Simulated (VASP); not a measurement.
# Ag in VASP: notebook

Runs on Ag. Level: r2SCAN. Tasks: single point.

Program: VASP 6.6.1. These are calculated values, not measurements. Logs are shortened: lines on timing, memory, paths and dates and some standing lists are left out, and cuts for length are marked.

## Step 1: The cell of the first run

The structure is tetragonal, space group I4/mmm (No. 139). The conventional cell has a = 2.832 Å, b = 2.832 Å, c = 4.226 Å, α = 90.00°, β = 90.00°, γ = 90.00°. Within 3.7 Å of Ag (site symmetry 4/mmm) lie 12 Ag at 2.83 to 2.91 Å.

## Step 2: Single point, r2SCAN

File POSCAR:

```
Ag
1.0
    4.0056786547      0.0000000000      0.0000000000
    0.0000000000      4.0056786547      0.0000000000
   -2.0028393274      0.0000000000      2.1129918003
Ag
2
Direct
    0.0000000000      0.0000000000      0.0000000000
    0.5000000000      0.5000000000      0.0000000000
```

File INCAR.step1:

```
SYSTEM = Ag
PREC = Accurate ; ENCUT = 520
ISMEAR = 0 ; SIGMA = 0.1
LREAL = .False. ; LASPH = .True.
NELM = 80 ; NBANDS = 18
ISYM = 0 ; GGA = PE
ALGO = Normal ; EDIFF = 1E-4
LWAVE = .True. ; LCHARG = .False.
```

File INCAR.step2:

```
SYSTEM = Ag
PREC = Accurate ; ENCUT = 520
EDIFF = 1E-6 ; ISMEAR = 0
SIGMA = 0.1 ; LREAL = .False.
LASPH = .True. ; NELM = 80
ALGO = Normal ; ISIF = 2
LWAVE = .False. ; LCHARG = .False.
METAGGA = R2SCAN ; LMIXTAU = .True.
NBANDS = 18 ; ISYM = 0
ISTART = 1
```

File KPOINTS:

```
regular mesh
0
Gamma
  9 9 16
  0 0 0
```

Potentials or basis: VASP PAW PBE potentials, release 64 (Ag).

On the command line:

```console
> cat potpaw_PBE.64/Ag/POTCAR > POTCAR
> cp INCAR.step1 INCAR
> mpirun -np 1 vasp_std > vasp.out
> cp INCAR.step2 INCAR
> mpirun -np 1 vasp_std > vasp.out
```

OUTCAR:

```text
SYSTEM = Ag
   PREC = Accurate
   ENCUT = 520
   EDIFF = 1E-6
   ISMEAR = 0
   LREAL = .False.
   LASPH = .True.
   NELM = 80
   ISIF = 2
   METAGGA = R2SCAN
   ISYM = 0
   ISTART = 1

 ion  position               nearest neighbor table
   1  0.000  0.000  0.000-   2 2.83   2 2.83   2 2.83   2 2.83   2 2.91   2 2.91   2 2.91   2 2.91

   2  0.500  0.500  0.000-   1 2.83   1 2.83   1 2.83   1 2.83   1 2.91   1 2.91   1 2.91   1 2.91

IMPORTANT INFORMATION: All symmetrisations will be switched off!
NOSYMM: (Re-)initialisation of all symmetry stuff for point group C_1.

----------------------------------------------------------------------------------------

                                     Primitive cell

  volume of cell :      33.9039

  direct lattice vectors                    reciprocal lattice vectors
     4.005678655  0.000000000  0.000000000     0.249645587  0.000000000  0.236631302
     0.000000000  4.005678655  0.000000000     0.000000000  0.249645587  0.000000000
    -2.002839327  0.000000000  2.112991800     0.000000000  0.000000000  0.473262603

  length of vectors
     4.005678655  4.005678655  2.911374198     0.343972807  0.249645587  0.473262603

  position of ions in fractional coordinates (direct lattice)
     0.000000000  0.000000000  0.000000000
     0.500000000  0.500000000  0.000000000

  ion indices of the primitive-cell ions
   primitive index   ion index
                 1           1
                 2           2

----------------------------------------------------------------------------------------

 KPOINTS: regular mesh

Automatic generation of k-mesh.
 Grid dimensions read from file:
 generate k-points for:    9    9   16

 Generating k-lattice:

  Cartesian coordinates                     Fractional coordinates (reciprocal lattice)
     0.027738399  0.000000000  0.026292367     0.111111111  0.000000000  0.000000000
     0.000000000  0.027738399  0.000000000     0.000000000  0.111111111  0.000000000
     0.000000000  0.000000000  0.029578913     0.000000000  0.000000000  0.062500000

  Length of vectors
     0.038219201  0.027738399  0.029578913

  Shift w.r.t. Gamma in fractional coordinates (k-lattice)
     0.000000000  0.000000000  0.000000000

 -----------------------------------------------------------------------------
|                                                                             |
|           W    W    AA    RRRRR   N    N  II  N    N   GGGG   !!!           |
|           W    W   A  A   R    R  NN   N  II  NN   N  G    G  !!!           |
|           W    W  A    A  R    R  N N  N  II  N N  N  G       !!!           |
|           W WW W  AAAAAA  RRRRR   N  N N  II  N  N N  G  GGG   !            |
|           WW  WW  A    A  R   R   N   NN  II  N   NN  G    G                |
|           W    W  A    A  R    R  N    N  II  N    N   GGGG   !!!           |
|                                                                             |
|     Your reciprocal lattice and k-lattice belong to different lattice       |
|     classes:                                                                |
|                                                                             |
|        The reciprocal lattice is base centered orthorhombic,                |
|        whereas your k-lattice is simple monoclinic.                         |
|                                                                             |
|     Results are often still useful ...                                      |
|                                                                             |
 -----------------------------------------------------------------------------

 WARNING: IBZKPT: internal override: KBLOWUP is changed to .FALSE.
      ... skipping the blow-up phase ...

 Subroutine IBZKPT returns following result:
 ===========================================

 Found    649 irreducible k-points:

 Following reciprocal coordinates:
            Coordinates               Weight
  0.000000  0.000000  0.000000      1.000000
  0.111111  0.000000 -0.000000      2.000000
  0.222222  0.000000  0.000000      2.000000
  0.333333  0.000000  0.000000      2.000000
  0.444444  0.000000  0.000000      2.000000
  0.000000  0.111111  0.000000      2.000000
[... 16 lines left out ...]
 -0.111111  0.222222  0.000000      2.000000
  0.000000  0.333333  0.000000      2.000000
 [... further k-points ...]
   k-points           NKPTS =    649   k-points in BZ     NKDIM =    649   number of bands    NBANDS=     18
   number of dos      NEDOS =    301   number of ions     NIONS =      2
   total plane-waves  NPLWV =  21600
   dimension x,y,z NGX =    30 NGY =   30 NGZ =   24
   dimension x,y,z NGXF=    60 NGYF=   60 NGZF=   48
   ions per type =               2
   NGX,Y,Z   is equivalent  to a cutoff of  12.45, 12.45, 13.70 a.u.
   NGXF,Y,Z  is equivalent  to a cutoff of  24.90, 24.90, 27.41 a.u.
 SYSTEM =  Ag
   PREC   = accura    normal or accurate (medium, high low for compatibility)
   ISTART =      1    job   : 0-new  1-cont  2-samecut
   ICHARG =      0    charge: 1-file 2-atom 10-const
   ISPIN  =      1    spin polarized calculation?
   LNONCOLLINEAR =      F non collinear calculations
   LSORBIT =      F    spin-orbit coupling
   LASPH  =      T    aspherical Exc in radial PAW
   ENCUT  =  520.0 eV  38.22 Ry    6.18 a.u.   7.45  7.45  5.41*2*pi/ulx,y,z
   NELM   =     80;   NELMIN=  2; NELMDL=  0     # of ELM steps
   EDIFF  = 0.1E-05   stopping-criterion for ELM
   LREAL  =      F    real-space projection
   EDIFFG = 0.1E-04   stopping-criterion for IOM
   NSW    =      0    number of steps for IOM
   IBRION =     -1    ionic relax: 0-MD 1-quasi-New 2-CG
   NFREE  =      0    steps in history (QN), initial steepest desc. (CG)
   ISIF   =      2    stress and relaxation
   ISYM   =      0    0-nonsym 1-usesym 2-fastsym
   POTIM  = 0.5000    time-step for ionic-motion
   TEBEG  =    0.0;   TEEND  =   0.0 temperature during run
   PSTRESS=    0.0 pullay stress
   NELECT =      22.0000    total number of electrons
   NUPDOWN=      -1.0000    fix difference up-down
   EMIN   =  10.00;   EMAX   =-10.00  energy-range for DOS
   EFERMI =   0.00;   METHOD = LEGACY
   ISMEAR =     0;   SIGMA  =   0.10  broadening in eV -4-tet -1-fermi 0-gaus
   EFERMI_NEDOS =   21; number of points for ismear=-14 and -15
   IALGO  =     38    algorithm
   IMIX   =      4    mixing-type and parameters
     AMIX     =   0.40;   BMIX     =  1.00
     AMIX_MAG =   1.60;   BMIX_MAG =  1.00
  volume/ion in A,a.u.               =      16.95       114.40
  Fermi-wavevector in a.u.,A,eV,Ry     =   1.417313  2.678333 27.331052  2.008776
  Thomas-Fermi vector in A             =   2.538556
   LORBIT       =      0    0 simple, 1 ext, 2 COOP (PROOUT), +10 PAW based schemes
   METAGGA = R2SCAN    functional components
   LHFCALC =     F    Hartree Fock is set to
   AEXX    =    0.0000 exact exchange contribution
   IVDW    =     0    specifies the selected vdW correction
   LEPSILON=     F    determine dielectric tensor
   LRPA    =     F    only Hartree local field effects (RPA)
 non-spin polarized calculation
 Gauss-broadening in eV      SIGMA  =   0.10
  energy-cutoff  :      520.00
  volume of cell :       33.90
 maximum number of plane-waves:       940
 NGX is ok and might be reduce to    30
   NGX = 15   NGY = 15   NGZ = 11

 number of electron      21.9999996 magnetization

 Free energy of the ion-electron system (eV)
  ---------------------------------------------------
  ext. energy  EPLUGINS =         0.00000000
  ---------------------------------------------------
  free energy    TOTEN  =       -42.70236587 eV

  energy without entropy =      -42.69966535  energy(sigma->0) =      -42.70101561

 E-fermi :   8.4958     XC(G=0): -13.0123

 val. band max:        8.4594790298   @ k =   0.1111  -0.4444   0.2500
 cond. band min:       8.4973725239   @ k =   0.3333   0.2222   0.1875
 fundamental gap:      0.0378934941
 Fermi energy:         8.4957710726

 k-point     1 :       0.0000    0.0000    0.0000
  band No.  band energies     occupation
      1       0.5052      2.00000
      2       1.6726      2.00000
      3       1.8153      2.00000
      4       3.1119      2.00000
      5       3.4718      2.00000
      6       3.4724      2.00000
[... 10 lines left out ...]
     17      25.9703      0.00000
     18      26.1661      0.00000

 k-point     2 :       0.1111    0.0000   -0.0000
  band No.  band energies     occupation
      1       0.7656      2.00000
      2       1.7921      2.00000
      3       1.9530      2.00000
      4       3.1129      2.00000
      5       3.4751      2.00000
      6       3.5535      2.00000
[... 10 lines left out ...]
     17      25.9639      0.00000
     18      27.1581      0.00000

 k-point     3 :       0.2222    0.0000    0.0000
  band No.  band energies     occupation
      1       1.4735      2.00000
      2       2.0447      2.00000
      3       2.3887      2.00000
      4       3.0490      2.00000
      5       3.5871      2.00000
      6       3.6806      2.00000
[... 10 lines left out ...]
     17      24.4920      0.00000
     18      25.8027      0.00000

 k-point     4 :       0.3333    0.0000    0.0000
  band No.  band energies     occupation
      1       2.3413      2.00000
      2       2.3770      2.00000
      3       2.9341      2.00000
      4       2.9579      2.00000
      5       3.6268      2.00000
      6       3.6684      2.00000
[... 375 lines left out ...]
      4       3.3746      2.00000
      5       3.4812      2.00000
      6       3.7094      2.00000
[... 10 lines left out ...]
     17      25.6901      0.00000
     18      25.9253      0.00000

 k-point    23 :      -0.1111    0.2222    0.0000
  band No.  band energies     occupation
      1       1.2661      2.00000
      2       2.0007      2.00000
      3       2.1365      2.00000
      4       3.2159      2.00000
      5       3.4073      2.00000
      6       3.6624      2.00000
[... 10 lines left out ...]
     17      25.8931      0.00000
     18      26.0689      0.00000

 k-point    24 :       0.0000    0.3333    0.0000
  band No.  band energies     occupation
      1       1.6401      2.00000
      2       2.1299      2.00000
      3       2.1931      2.00000
      4       3.0178      2.00000
      5       3.6041      2.00000
      6       3.8338      2.00000
[... 10 lines left out ...]
     17      25.8092      0.00000
     18      25.9052      0.00000

 [... further k-points ...]

------------------------ aborting loop because EDIFF is reached ----------------------------------------

  FORCE on cell =-STRESS in cart. coord.  units (eV):
  Direction    XX          YY          ZZ          XY          YZ          ZX
  --------------------------------------------------------------------------------------
  -------------------------------------------------------------------------------------
  Total        0.6699193      0.6396106      0.1030174      0.0000001     -0.0000000     -0.0231049
  in kB       31.6579692     30.2256873      4.8682317      0.0000036     -0.0000009     -1.0918530
  external PRESSURE =      22.2506294 kB  Pullay stress =       0.0000000 kB

 VOLUME and BASIS-vectors are now :
 -----------------------------------------------------------------------------
  energy-cutoff  :      520.00
  volume of cell :       33.90
      direct lattice vectors                 reciprocal lattice vectors
     4.005678655  0.000000000  0.000000000     0.249645587  0.000000000  0.236631302
     0.000000000  4.005678655  0.000000000     0.000000000  0.249645587  0.000000000
    -2.002839327  0.000000000  2.112991800     0.000000000  0.000000000  0.473262603

 POSITION                                       TOTAL-FORCE (eV/Angst)
 -----------------------------------------------------------------------------------
      0.00000      0.00000      0.00000        -0.000000      0.000000      0.000000
      2.00284      2.00284      0.00000         0.000000     -0.000000     -0.000000
 -----------------------------------------------------------------------------------
    total drift:                               -0.000000      0.000000      0.000000

  FREE ENERGIE OF THE ION-ELECTRON SYSTEM (eV)
  ---------------------------------------------------
  free  energy   TOTEN  =       -42.7023658662 eV

  energy  without entropy=      -42.6996653485  energy(sigma->0) =      -42.70101561
```

Run time: 42 min. Hardware: 1 thread of Oxide Virtual Turin-like, shared host; peak memory 0.4 GiB.

Results:

- Free energy: -42.7024 eV
- Pressure: 2.2 GPa
- Band gap on the k mesh: zero (bands 11 and 12 overlap by 8.48 eV)

Caveat: the PAW data sets were made with another functional, which shifts forces and pressure a little.

(Continued in part 2 of 2.)

The gap in the log of VASP goes by the Fermi energy; the results here count the filled bands.